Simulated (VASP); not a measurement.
LiCl, 2 atoms in the cell. Symmetry: Fm-3m, No. 225, cubic system. Conventional cell: a = 5.150 Å, b = 5.150 Å, c = 5.150 Å, α = 90.00°, β = 90.00°, γ = 90.00°. Within 3.4 Å of Li (site symmetry m-3m) lie 6 Cl at 2.58 Å. Cl (site symmetry m-3m) has 6 Li at 2.58 Å within 3.4 Å. 

| Item | Value |
| --- | --- |
| Program | VASP 6.6.1 |
| Task | vibrations by perturbation theory |
| Functional | PBE |
| Potentials or basis | VASP PAW PBE potentials, release 64 (Li_sv, Cl) |
| Cutoff | 520 eV |
| k mesh | 8 × 8 × 8 |
| Occupations | gaussian, width 0.01 eV |
| Spin | no spin polarisation |
| Dipole correction | no |
| Further INCAR settings | ALGO = Normal; EDIFF = 1e-08; NBANDS = 12; IBRION = 8; NSW = 1 |

Potentials or basis: VASP PAW PBE potentials, release 64 (Li_sv, Cl).

Run with:

```bash
$ cat potpaw_PBE.64/Li_sv/POTCAR potpaw_PBE.64/Cl/POTCAR > POTCAR
$ mpirun -np 1 vasp_std > vasp.out
```

Hardware: 1 thread of AMD EPYC 7R43 64-Core Processor (Zen 3), with other jobs on the host.

Question: Estimate the wall time of this run.

Answer: Run time: 9.4 min on 1 thread of AMD EPYC 7R43 64-Core Processor (Zen 3), with other jobs on the host, peak memory 0.17 GiB. Counts: scf iterations 213, k points 29.
